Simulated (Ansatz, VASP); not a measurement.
# La: VASP beside Ansatz

```
La
1.0
    -2.10958    2.10958    2.10958
     2.10958   -2.10958    2.10958
     2.10958    2.10958   -2.10958
La
1
Direct
  0.00000 0.00000 0.00000
```

Change from the starting cell: volume scaled by 0.98.

Alike in both runs: task single point; functional PBE; k mesh 9 × 9 × 9; occupations fermi-dirac, width 0.05 eV; no spin polarisation.

|  | VASP | Ansatz |
| --- | --- | --- |
| version | VASP 6.6.1 | Ansatz 0.2.0 |
| potentials or method | VASP PAW PBE potentials, release 64 (La), cutoff 520 eV | all-electron LAPW, scalar-relativistic |

|  | VASP | Ansatz | Ansatz less VASP |
| --- | --- | --- | --- |
| gap on the k mesh at the Fermi level (eV) | none | none | - |
| pressure (GPa) | 0.0 | 0.0 | -0.03 |

A gap of «none» marks a metal or a gap that the smearing closes. Ansatz ran all-electron here, and VASP with PAW potentials.

Spin-orbit coupling is off throughout.
